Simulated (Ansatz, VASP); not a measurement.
**AlP in VASP and in Ansatz**

```
Al P
1.0
     0.00000    2.72550    2.72550
     2.72550    0.00000    2.72550
     2.72550    2.72550    0.00000
Al P
1 1
Direct
  0.00000 0.00000 0.00000
  0.75000 0.75000 0.75000
```

Alike in both runs: task single point; functional RPBE; k mesh 6 × 6 × 6; no spin polarisation.

|  | VASP | Ansatz |
| --- | --- | --- |
| version | VASP 6.6.1 | Ansatz 0.2.0 |
| potentials or method | VASP PAW PBE potentials, release 64 (Al, P), cutoff 500 eV | plane waves, PAW |
| occupations | gaussian, width 0.01 eV | fixed |
| valence electrons in the cell | 8 | 8 |

|  | VASP | Ansatz | Ansatz less VASP |
| --- | --- | --- | --- |
| pressure (GPa) | 4.2 | 4.5 | +0.25 |

VASP's potentials were made for PBE, not for RPBE.
